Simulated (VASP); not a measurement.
# ZnS (F-43m) in VASP: vibrations by perturbation theory with PBE

Aim: the vibrations by perturbation theory of ZnS with PBE.

Program: VASP 6.6.1. These are calculated values, not measurements. Logs are shortened: lines on timing, memory, paths and dates and some standing lists are left out, and cuts for length are marked.

## (1) The cell of the first run

The structure is cubic, space group F-43m (No. 216). Conventional cell: a = 5.444 Å, b = 5.444 Å, c = 5.444 Å, α = 90.00°, β = 90.00°, γ = 90.00°. Zn (site symmetry -43m) has 4 S at 2.36 Å within 3.1 Å. Within 3.1 Å of S (site symmetry -43m) lie 4 Zn at 2.36 Å.

## (2) Vibrations by perturbation theory, PBE

INCAR

```
  PREC = Accurate
  ENCUT = 520
  EDIFF = 1E-8
  ISMEAR = 0
  SIGMA = 0.01
  LREAL = False
  LASPH = True
  NELM = 60
  ALGO = Normal
  ISIF = 2
  LWAVE = False
  LCHARG = False
  GGA = PE
  NBANDS = 16
  IBRION = 8
  NSW = 1
  LEPSILON = True
```

KPOINTS

```
Automatic mesh
0
Gamma
  8 8 8
```

POSCAR

```
ZnS
1.0
    0.0000000000      2.7218045873      2.7218045873
    2.7218045873      0.0000000000      2.7218045873
    2.7218045873      2.7218045873      0.0000000000
Zn S
1 1
Direct
    0.5000000000      0.5000000000      0.5000000000
    0.2500000000      0.2500000000      0.2500000000
```

Potentials or basis: VASP PAW PBE potentials, release 64 (Zn, S).

On the command line:

```
$ cat potpaw_PBE.64/Zn/POTCAR potpaw_PBE.64/S/POTCAR > POTCAR
$ mpirun -np 1 vasp_std > vasp.out
```

OUTCAR:

```text
PREC = Accurate
   ENCUT = 520
   EDIFF = 1E-8
   ISMEAR = 0
   LREAL = False
   LASPH = True
   NELM = 60
   ISIF = 2
   GGA = PE
   IBRION = 8
   NSW = 1
   LEPSILON = True

 ion  position               nearest neighbor table
   1  0.500  0.500  0.500-   2 2.36   2 2.36   2 2.36   2 2.36
   2  0.250  0.250  0.250-   1 2.36   1 2.36   1 2.36   1 2.36

  LATTYP: Found a face centered cubic cell.
 ALAT       =     5.4436091746

  Lattice vectors:

 A1 = (   0.0000000000,   2.7218045873,   2.7218045873)
 A2 = (   2.7218045873,   0.0000000000,   2.7218045873)
 A3 = (   2.7218045873,   2.7218045873,   0.0000000000)

Analysis of symmetry for initial positions (statically):
=====================================================================
 Subroutine PRICEL returns:
 Original cell was already a primitive cell.

 Routine SETGRP: Setting up the symmetry group for a
 face centered cubic supercell.

 Subroutine GETGRP returns: Found 24 space group operations
 (whereof 24 operations were pure point group operations)
 out of a pool of 48 trial point group operations.

The static configuration has the point symmetry T_d .

Analysis of symmetry for dynamics (positions and initial velocities):
=====================================================================
 Subroutine PRICEL returns:
 Original cell was already a primitive cell.

 Routine SETGRP: Setting up the symmetry group for a
 face centered cubic supercell.

 Subroutine GETGRP returns: Found 24 space group operations
 (whereof 24 operations were pure point group operations)
 out of a pool of 48 trial point group operations.

The dynamic configuration has the point symmetry T_d .

 Subroutine INISYM returns: Found 24 space group operations
 (whereof 24 operations are pure point group operations),
 and found     1 'primitive' translations

----------------------------------------------------------------------------------------

                                     Primitive cell

  volume of cell :      40.3275

  direct lattice vectors                    reciprocal lattice vectors
     0.000000000  2.721804587  2.721804587    -0.183701652  0.183701652  0.183701652
     2.721804587  0.000000000  2.721804587     0.183701652 -0.183701652  0.183701652
     2.721804587  2.721804587  0.000000000     0.183701652  0.183701652 -0.183701652

  length of vectors
     3.849212961  3.849212961  3.849212961     0.318180595  0.318180595  0.318180595

  position of ions in fractional coordinates (direct lattice)
     0.500000000  0.500000000  0.500000000
     0.250000000  0.250000000  0.250000000

  ion indices of the primitive-cell ions
   primitive index   ion index
                 1           1
                 2           2

----------------------------------------------------------------------------------------

 KPOINTS: Automatic mesh

Automatic generation of k-mesh.
 Grid dimensions read from file:
 generate k-points for:    8    8    8

 Generating k-lattice:

  Cartesian coordinates                     Fractional coordinates (reciprocal lattice)
    -0.022962707  0.022962707  0.022962707     0.125000000  0.000000000  0.000000000
     0.022962707 -0.022962707  0.022962707     0.000000000  0.125000000  0.000000000
     0.022962707  0.022962707 -0.022962707     0.000000000  0.000000000  0.125000000
[... 604 lines left out ...]
  ---------------------------------------------------
  free energy    TOTEN  =        -0.60643224 eV

  energy without entropy =       -0.60643224

------------------------ aborting loop because EDIFF is reached ----------------------------------------

--------------------------------------- Ionic step        2  -------------------------------------------

------------------------ aborting loop because EDIFF is reached ----------------------------------------

--------------------------------------- Ionic step        3  -------------------------------------------

------------------------ aborting loop because EDIFF is reached ----------------------------------------

 PIEZOELECTRIC TENSOR FIELD DIRECTION 3  (e Angst)
 -----------------------------------------------------------------------------
    -0.00060  1.72294  0.00000           ( -0.00000 -0.02079  0.00000)
     1.72294 -0.00060  0.00000           ( -0.02079 -0.00000  0.00000)
     0.00000  0.00000 -0.00022           (  0.00000  0.00000 -0.00000)

 PIEZOELECTRIC TENSOR FIELD DIRECTION 3  (C/m^2)
 -----------------------------------------------------------------------------
    -0.00024  0.68451  0.00000
     0.68451 -0.00024  0.00000
     0.00000  0.00000 -0.00009

--------------------------------------- Ionic step        4  -------------------------------------------

------------------------ aborting loop because EDIFF is reached ----------------------------------------

[... ionic steps 5 to 6 ...]

--------------------------------------- Ionic step        7  -------------------------------------------

 Free energy of the ion-electron system (eV)
  ---------------------------------------------------
  ---------------------------------------------------
  free energy    TOTEN  =        -0.10585446 eV

  energy without entropy =       -0.10585446

------------------------ aborting loop because EDIFF is reached ----------------------------------------

 INTERNAL STRAIN TENSOR  FOR ION    2  DIRECTION 1   (eV/Angst):
 -----------------------------------------------------------------------------
    -0.01737  0.00000  0.00000
     0.00000  0.01514  4.80551
     0.00000  4.80551  0.01514

 MACROSCOPIC STATIC DIELECTRIC TENSOR (including local field effects in DFT)
 ------------------------------------------------------
           6.022723     0.000000    -0.000000
           0.000000     6.022723     0.000000
          -0.000000     0.000000     6.022723
 ------------------------------------------------------

 PIEZOELECTRIC TENSOR (including local field effects)  for field in x, y, z        (e  Angst)
          XX          YY          ZZ          XY          YZ          ZX
  --------------------------------------------------------------------------------
  x    -0.00000     0.00000     0.00000     0.00000     1.73737     0.00000
  y    -0.00000     0.00000     0.00000     0.00000     0.00000     1.73737
  z     0.00000     0.00000     0.00000     1.73737     0.00000     0.00000

 PIEZOELECTRIC TENSOR (including local field effects)  for field in x, y, z        (C/m^2)
          XX          YY          ZZ          XY          YZ          ZX
  --------------------------------------------------------------------------------
  x    -0.00000     0.00000     0.00000     0.00000     0.69024     0.00000
  y    -0.00000     0.00000     0.00000     0.00000     0.00000     0.69024
  z     0.00000     0.00000     0.00000     0.69024     0.00000     0.00000

 BORN EFFECTIVE CHARGES (including local field effects) (in |e|, cummulative output)
 ---------------------------------------------------------------------------------
 ion    1
    1     2.04492    -0.00000    -0.00000
    2     0.00000     2.04492     0.00000
    3     0.00000     0.00000     2.04492
 ion    2
    1    -2.04492     0.00000     0.00000
    2     0.00000    -2.04492     0.00000
    3    -0.00000     0.00000    -2.04492

 INTERNAL STRAIN TENSOR FOR ION    2 for displacements in x,y,z  (eV/Angst):
          X           Y           Z          XY          YZ          ZX
  --------------------------------------------------------------------------------
  x    -0.00000    -0.00000    -0.00000     0.00000     4.80551     0.00000
  y    -0.00000    -0.00000    -0.00000     0.00000     0.00000     4.80551
  z    -0.00000    -0.00000    -0.00000     4.80551     0.00000     0.00000

 SECOND DERIVATIVES (NOT SYMMETRIZED)
 ------------------------------------
               1X          1Y          1Z          2X          2Y          2Z
  1X    -5.395991    0.000000    0.000000    5.395991    0.000000    0.000000
  1Y     0.000000   -5.395991    0.000000    0.000000    5.395991    0.000000
  1Z     0.000000    0.000000   -5.395991    0.000000    0.000000    5.395991
  2X     5.388031    0.000000    0.000000   -5.388031    0.000000    0.000000
  2Y     0.000000    5.388031    0.000000    0.000000   -5.388031    0.000000
  2Z     0.000000    0.000000    5.388031    0.000000    0.000000   -5.388031

 Eigenvectors and eigenvalues of the dynamical matrix
 ----------------------------------------------------

   1 f  =    7.825238 THz    49.167421 2PiTHz  261.021847 cm-1    32.362570 meV
             X         Y         Z           dx          dy          dz
      2.721805  2.721805  2.721805     0.573896    0.000000   -0.000000
      1.360902  1.360902  1.360902    -0.818928    0.000000   -0.000000
[... 21 lines left out ...]
   6 f/i=    0.002714 THz     0.017056 2PiTHz    0.090545 cm-1     0.011226 meV
             X         Y         Z           dx          dy          dz
      2.721805  2.721805  2.721805     0.523873   -0.016329    0.629233
      1.360902  1.360902  1.360902     0.367124   -0.011443    0.440959

--------------------------------------------------------------------------------------------------------

 MACROSCOPIC STATIC DIELECTRIC TENSOR IONIC CONTRIBUTION
 ------------------------------------------------------
           3.479890     0.000000     0.000000
           0.000000     3.479890     0.000000
           0.000000     0.000000     3.479890
 ------------------------------------------------------

 ELASTIC MODULI CONTR FROM IONIC RELAXATION (kBar)
 Direction    XX          YY          ZZ          XY          YZ          ZX
 --------------------------------------------------------------------------------
 XX          -0.0000     -0.0000     -0.0000      0.0000     -0.0000      0.0000
 YY          -0.0000     -0.0000     -0.0000      0.0000     -0.0000     -0.0000
 ZZ          -0.0000     -0.0000     -0.0000     -0.0000     -0.0000      0.0000
 XY           0.0000      0.0000     -0.0000   -170.1453     -0.0000     -0.0000
 YZ          -0.0000     -0.0000     -0.0000     -0.0000   -170.1453     -0.0000
 ZX           0.0000     -0.0000      0.0000     -0.0000     -0.0000   -170.1453
 --------------------------------------------------------------------------------

 PIEZOELECTRIC TENSOR IONIC CONTR  for field in x, y, z        (C/m^2)
          XX          YY          ZZ          XY          YZ          ZX
  --------------------------------------------------------------------------------
  x    -0.00000    -0.00000    -0.00000    -0.00000    -0.72404    -0.00000
  y     0.00000    -0.00000     0.00000    -0.00000    -0.00000    -0.72404
  z     0.00000     0.00000    -0.00000    -0.72404    -0.00000    -0.00000
```

Wall time 9.6 min (1 thread of Intel Xeon Platinum 8259CL at 2.50GHz (Skylake/Cascade Lake), shared host); peak memory 0.3 GiB.

Results:

```
Electronic dielectric tensor (diagonal)                 : 6.02
Born charges (mean of the diagonal)                     : Zn +2.04; S -2.04 e
Highest phonon frequency at Γ, LO-TO splitting left out : 261 cm⁻¹
```

Phonon frequencies in cm⁻¹ (negative: imaginary):
```tsv
q point	frequencies
(0.000, 0.000, 0.000)	0 0 0 261 261 261
```

Electronic dielectric tensor:
```
6.02 0.00 0.00
0.00 6.02 0.00
0.00 0.00 6.02
```

Born effective charge tensors (e):
atom 1, Zn
```
2.04 0.00 0.00
0.00 2.04 0.00
0.00 0.00 2.04
```
atom 2, S
```
-2.04  0.00  0.00
 0.00 -2.04  0.00
 0.00  0.00 -2.04
```
